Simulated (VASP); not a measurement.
Write the native input for VASP 6.6.1 that does the following.

```
Task                   : relaxation of cell and atoms
Functional             : PBEsol
Dispersion             : D3(BJ)
Potentials or basis    : VASP PAW PBE potentials, release 64 (W_sv, Au)
Cutoff                 : 600 eV
k mesh                 : 8 × 8 × 8
Occupations            : fermi-dirac, width 0.05 eV
Spin                   : no spin polarisation
Dipole correction      : no
Further INCAR settings : ALGO = Normal; EDIFF = 1e-07; IBRION = 2; EDIFFG = -0.01; NSW = 60; ISIF = 3
```

The structure of WAu lies in POSCAR:

```
WAu
1.0
    0.0000000000      2.7479792600      2.7479792600
    2.7479792600      0.0000000000      2.7479792600
    2.7479792600      2.7479792600      0.0000000000
W Au
1 1
Direct
    0.0000000000      0.0000000000      0.0000000000
    0.7500000000      0.7500000000      0.7500000000
```

One way to write it, as run:

INCAR

```
PREC = Accurate ; ENCUT = 600
EDIFF = 1E-7 ; ISMEAR = -1
SIGMA = 0.05 ; LREAL = F
LASPH = T ; NELM = 100
ALGO = Normal ; ISIF = 3
LWAVE = F ; LCHARG = F
GGA = PS ; IVDW = 12
IBRION = 2 ; NSW = 60
EDIFFG = -0.01
```

KPOINTS

```
regular mesh
0
Gamma
  8 8 8
```

Potentials or basis: VASP PAW PBE potentials, release 64 (W_sv, Au).

Launch:

```bash
$ cat potpaw_PBE.64/W_sv/POTCAR potpaw_PBE.64/Au/POTCAR > POTCAR
$ mpirun -np 1 vasp_std > vasp.out
```

It gave:

```yaml
Relaxed_volume: 23.12 Å³/atom
Relaxed_cell: a = 4.029 Å, b = 4.029 Å, c = 4.029 Å, α = 60.00°, β = 60.00°, γ = 60.00°
Space_group_after_relaxing_to_0.05_Å: F-43m (No. 216)
Energy_gained_by_relaxing: 145.4 meV/atom
Ionic_steps: 5
Pressure_after_relaxing: 0.1 GPa
Dispersion_energy_per_atom: -0.570 eV
```

Caveat: the PAW data sets were made with another functional, which shifts forces and pressure a little; pairwise dispersion overbinds metals, which lowers pressure and volume.

Run time: 74 s on 1 thread of Intel(R) Xeon(R) Platinum 8259CL CPU @ 2.50GHz (Skylake/Cascade Lake) (shared host), peak memory 0.21 GiB.
